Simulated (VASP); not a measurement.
# SnSe2 (P-6m2) in VASP: further runs, part 2 of 2

VASP 6.6.1.

## (3) Single point, PBE+D3(BJ)

This run uses another cell than the first one, of 29.45 Å³/atom.

Contents of INCAR:

```
PREC = Accurate
ENCUT = 520
EDIFF = 1E-6
ISMEAR = 0
SIGMA = 0.1
LREAL = False
LASPH = True
NELM = 60
ALGO = Normal
ISIF = 2
LWAVE = False
LCHARG = False
GGA = PE
IVDW = 12
NBANDS = 20
```

Contents of KPOINTS:

```
Automatic mesh
0
Gamma
  6 6 4
```

Contents of POSCAR:

```
SnSe2
1.0
    4.2083869640      0.0000000000      0.0000000000
   -2.1041934820      3.6445700198      0.0000000000
    0.0000000000      0.0000000000      5.7612490829
Sn Se
1 2
Direct
    0.0000000000      0.0000000000      0.5000000000
    0.3333333333      0.6666666667      0.2130465206
    0.3333333333      0.6666666667      0.7869534794
```

Potentials or basis: VASP PAW PBE potentials, release 64 (Sn_d, Se).

Run with:

```bash
cat potpaw_PBE.64/Sn_d/POTCAR potpaw_PBE.64/Se/POTCAR > POTCAR
mpirun -np 1 vasp_std > vasp.out
```

OUTCAR:

```text
PREC = Accurate
   ENCUT = 520
   EDIFF = 1E-6
   ISMEAR = 0
   LREAL = False
   LASPH = True
   NELM = 60
   ISIF = 2
   GGA = PE
   IVDW = 12
 IVDW          = 12

 ion  position               nearest neighbor table
   1  0.000  0.000  0.500-   2 2.94   3 2.94   2 2.94   3 2.94   2 2.94   3 2.94
   2  0.333  0.667  0.213-   3 2.45   1 2.94   1 2.94   1 2.94
   3  0.333  0.667  0.787-   2 2.45   1 2.94   1 2.94   1 2.94

  LATTYP: Found a hexagonal cell.
 ALAT       =     4.2083869640
 C/A-ratio  =     1.3689922367

  Lattice vectors:

 A1 = (   4.2083869640,   0.0000000000,   0.0000000000)
 A2 = (  -2.1041934820,   3.6445700198,   0.0000000000)
 A3 = (   0.0000000000,   0.0000000000,   5.7612490829)

Analysis of symmetry for initial positions (statically):
=====================================================================
 Subroutine PRICEL returns:
 Original cell was already a primitive cell.

 Routine SETGRP: Setting up the symmetry group for a
 hexagonal supercell.

 Subroutine GETGRP returns: Found 12 space group operations
 (whereof 12 operations were pure point group operations)
 out of a pool of 24 trial point group operations.

The static configuration has the point symmetry D_3h.

[... 158 lines left out ...]

 E-fermi :   4.1540     XC(G=0):  -8.8568

 val. band max:        3.9428594178   @ k =   0.3333   0.3333   0.2500
 cond. band min:       4.3588750346   @ k =   0.5000   0.0000   0.5000
 fundamental gap:      0.4160156168
 Fermi energy:         4.1540169175

 k-point     1 :       0.0000    0.0000    0.0000
  band No.  band energies     occupation
      1     -17.6806      2.00000
      2     -17.6806      2.00000
      3     -17.6600      2.00000
      4     -17.6547      2.00000
      5     -17.6547      2.00000
      6     -10.6844      2.00000
[... 472 lines left out ...]
     19      11.2777      0.00000
     20      11.6195      0.00000

------------------------ aborting loop because EDIFF is reached ----------------------------------------

 Edisp (eV)   -0.92458

 E8    (eV) :    -0.4011

  FORCE on cell =-STRESS in cart. coord.  units (eV):
  Direction    XX          YY          ZZ          XY          YZ          ZX
  --------------------------------------------------------------------------------------
  -------------------------------------------------------------------------------------
  Total       0.11244     0.11244     0.00793     0.00000     0.00000    -0.00000
  in kB       2.03863     2.03863     0.14383     0.00000     0.00000    -0.00000
  external pressure =        1.41 kB  Pullay stress =        0.00 kB

 VOLUME and BASIS-vectors are now :
 -----------------------------------------------------------------------------
  energy-cutoff  :      520.00
  volume of cell :       88.36
      direct lattice vectors                 reciprocal lattice vectors
     4.208386964  0.000000000  0.000000000     0.237620734  0.137190395  0.000000000
    -2.104193482  3.644570020  0.000000000     0.000000000  0.274380790  0.000000000
     0.000000000  0.000000000  5.761249083     0.000000000  0.000000000  0.173573471

 POSITION                                       TOTAL-FORCE (eV/Angst)
 -----------------------------------------------------------------------------------
      0.00000      0.00000      2.88062         0.000000      0.000000      0.000000
     -0.00000      2.42971      1.22741        -0.000000     -0.000000     -0.023806
     -0.00000      2.42971      4.53384         0.000000     -0.000000      0.023806
 -----------------------------------------------------------------------------------
    total drift:                                0.000000     -0.000000     -0.000000

  FREE ENERGIE OF THE ION-ELECTRON SYSTEM (eV)
  ---------------------------------------------------
  free  energy   TOTEN  =       -12.4016699151 eV

  energy  without entropy=      -12.4016340870  energy(sigma->0) =      -12.40165200
```

stdout:

```text
POSCAR found type information on POSCAR SnSe
 POSCAR found :  2 types and       3 ions
 scaLAPACK will be used
 LDA part: xc-table for (Slater+PW92), standard interpolation
 POSCAR, INCAR and KPOINTS ok, starting setup
 FFT: planning ... GRIDC
 FFT: planning ... GRID_SOFT
 FFT: planning ... GRID
 WAVECAR not read
 entering main loop
```

Wall time 53 s (1 thread of Intel Xeon 8259CL, shared host); peak memory 0.2 GiB.

What came out:

```yaml
Free_energy: -12.4017 eV
Pressure: 0.1 GPa
Largest_force: 0.024 eV/Å
Band_gap_on_the_k_mesh: 0.42 eV (least direct gap 0.72 eV)
Dispersion_energy_per_atom: -0.308 eV
```

Forces in eV/Å, atoms in the order of the input:
```
Sn   0.000  0.000  0.000
Se   0.000  0.000 -0.024
Se   0.000  0.000  0.024
```

Levels at points of the mesh, in eV from the valence-band top:
```
           k point  band 9  band 10  band 11  band 12  band 13  band 14  band 15  band 16  band 17  band 18
(0.00, 0.00, 0.00)   -2.65    -2.65    -2.23    -0.41    -0.41     1.49     2.44     2.44     3.48     4.59
(0.50, 0.00, 0.00)   -5.98    -3.49    -3.04    -1.77    -0.79     1.39     2.91     2.94     3.95     6.04
(0.00, 0.00, 0.50)   -3.95    -1.98    -1.98    -1.58    -1.58     0.66     1.58     2.94     2.94     7.39
(0.50, 0.00, 0.50)   -4.44    -3.38    -2.62    -2.40    -2.24     0.42     2.53     3.15     4.64     6.21
```

Caveat: semilocal functionals underestimate gaps, and a narrow one can read as zero; spin-orbit coupling is left out, which moves the levels of the heavy elements.

The gap in the log of VASP goes by the Fermi energy; the results here count the filled bands.